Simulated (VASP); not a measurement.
Crystal: CaSi2N3.

```
Ca Si N
1.0
     5.31750    0.00000    0.00000
    -2.65875    4.60509    0.00000
     0.00000    0.00000    3.22144
Ca Si N
1 2 3
Direct
  0.00000 0.00000 0.00000
  0.33333 0.66667 0.00000
  0.66667 0.33333 0.00000
  0.50000 0.00000 0.50000
  0.50000 0.50000 0.50000
  0.00000 0.50000 0.50000
```

The cell was generated, and may not be a known phase.

```yaml
Program: VASP 6.6.1
Task: relaxation of cell and atoms
Functional: PBE
Potentials_or_basis: VASP PAW PBE potentials, release 64 (Ca_sv, Si, N)
Cutoff: 600 eV
k_mesh: 6 × 6 × 6
Occupations: gaussian, width 0.1 eV
Spin: no spin polarisation
```

At the start: pressure -17.6 GPa; volume 13.15 Å³/atom.

How do energy, volume and symmetry change on relaxing?

Over 7 steps the energy falls by 698.0 meV/atom and the volume is 10.18 Å³/atom (-22.6 %); space group P6/mmm (No. 191, to 0.1 Å) before and after.

The path:
```csv
step,energy change (eV),largest force (eV/Å),pressure (GPa),volume (Å³)
1,0.0000,0.0000,-17.58,78.89
2,-3.3758,0.0000,1.08,61.99
3,-3.9855,0.0000,-10.58,65.60
4,-4.0970,0.0000,10.08,58.02
5,-4.1806,0.0000,0.78,60.84
6,-4.1755,0.0000,-1.05,61.34
7,-4.1877,0.0000,-0.05,61.06
```

Final structure:
```yaml
crystal:
  lattice:
    - [5.20329, 0.00000, 0.00000]
    - [-2.60164, 4.50618, 0.00000]
    - [0.00000, 0.00000, 2.60418]
  atoms:
    - { symbol: Ca, position: [0.00000, 0.00000, 0.00000] }
    - { symbol: Si, position: [0.33333, 0.66667, 0.00000] }
    - { symbol: Si, position: [0.66667, 0.33333, 0.00000] }
    - { symbol: N, position: [0.50000, 0.00000, 0.50000] }
    - { symbol: N, position: [0.50000, 0.50000, 0.50000] }
    - { symbol: N, position: [0.00000, 0.50000, 0.50000] }
```

Caveat: the volume moved by over 15 % at a fixed basis, so the end points are rough.
